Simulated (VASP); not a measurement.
Wanted: the native input for a VASP 6.6.1 run.

| Item | Value |
| --- | --- |
| Task | single point |
| Functional | PBE |
| Dispersion | D3(BJ) |
| Potentials or basis | VASP PAW PBE potentials, release 64 (Hf_pv, H) |
| Cutoff | 520 eV |
| k mesh | 6 × 6 × 1 |
| Occupations | gaussian, width 0.1 eV |
| Spin | no spin polarisation |
| Dipole correction | yes |
| Further INCAR settings | ALGO = Normal; EDIFF = 1e-06; NBANDS = 34 |

The structure of Hf5H lies in POSCAR:

```
Hf5H
1.0
    4.9564149667      0.0000000000      0.0000000000
   -2.4782074834      4.2923812729      0.0000000000
    0.0000000000      0.0000000000     21.1328376004
Hf H
5 1
Direct
    0.6666666667      0.3333333333      0.1892788879
    0.3333333333      0.6666666667      0.2371533849
    0.0000000000      0.0000000000      0.2763383880
    0.6666666667      0.3333333333      0.3164267596
    0.3333333333      0.6666666667      0.3706476976
    1.0000000000      0.8888888889      0.5268027802
```

These files were run (other wordings do the same):

INCAR

```
PREC = Accurate
ENCUT = 520
EDIFF = 1E-6
ISMEAR = 0
SIGMA = 0.1
LREAL = False
LASPH = True
NELM = 60
ALGO = Normal
ISIF = 2
LWAVE = False
LCHARG = True
LDIPOL = True
IDIPOL = 3
DIPOL = 0.5 0.5 0.319
GGA = PE
IVDW = 12
LELF = True
LVHAR = True
LVACPOTAV = True
NBANDS = 34
```

KPOINTS

```
Automatic mesh
0
Gamma
  6 6 1
```

Potentials or basis: VASP PAW PBE potentials, release 64 (Hf_pv, H).

Run with:

```bash
$ cat potpaw_PBE.64/Hf_pv/POTCAR potpaw_PBE.64/H/POTCAR > POTCAR
$ mpirun -np 1 vasp_std > vasp.out
```

Results of the run:

| Property | Result |
| --- | --- |
| Largest force | 1.034 eV/Å |
| Band gap on the k mesh | zero (an odd number of electrons rules out a gap without spin polarisation) |
| Dispersion energy per atom | -0.200 eV |

Caveat: spin-orbit coupling is left out, which moves the levels of the heavy elements.

Run time: 17 min on 1 thread of Intel(R) Xeon(R) Platinum 8259CL CPU @ 2.50GHz (Skylake/Cascade Lake), on a shared host, peak memory 0.71 GiB.
